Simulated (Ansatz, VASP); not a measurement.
**One calculation of LuBe3, two programs**

```
CELL_PARAMETERS angstrom
0.00000 2.93783 2.93783
2.93783 0.00000 2.93783
2.93783 2.93783 0.00000
ATOMIC_POSITIONS crystal
Lu 0.00000 0.00000 0.00000
Be 0.50000 0.50000 0.50000
Be 0.25000 0.25000 0.25000
Be 0.75000 0.75000 0.75000
```

Alike in both runs: functional PBE; k mesh 6 × 6 × 6; occupations gaussian, width 0.1 eV; no spin polarisation.

Ansatz relaxed the structure, and its values are those at the end. VASP's run is a single point on that final structure, the one shown.

```csv
,VASP,Ansatz
version,VASP 6.6.1,Ansatz 0.2.0
potentials or method,"VASP PAW PBE potentials, release 64 (Lu, Be), cutoff 520 eV","scalar-relativistic, plane waves, PAW"
valence electrons in the cell,31,31
```

Ansatz gave:

| Property | Result |
| --- | --- |
| gap on the k mesh at the Fermi level (eV) | none |
| pressure (GPa) | -0.2 |

**Question.** What did VASP give for the same quantities?

**Answer.** gap on the k mesh at the Fermi level (eV): none; pressure (GPa): 0.1.

A gap of «none» marks a metal or a gap that the smearing closes.

Spin-orbit coupling is off throughout.
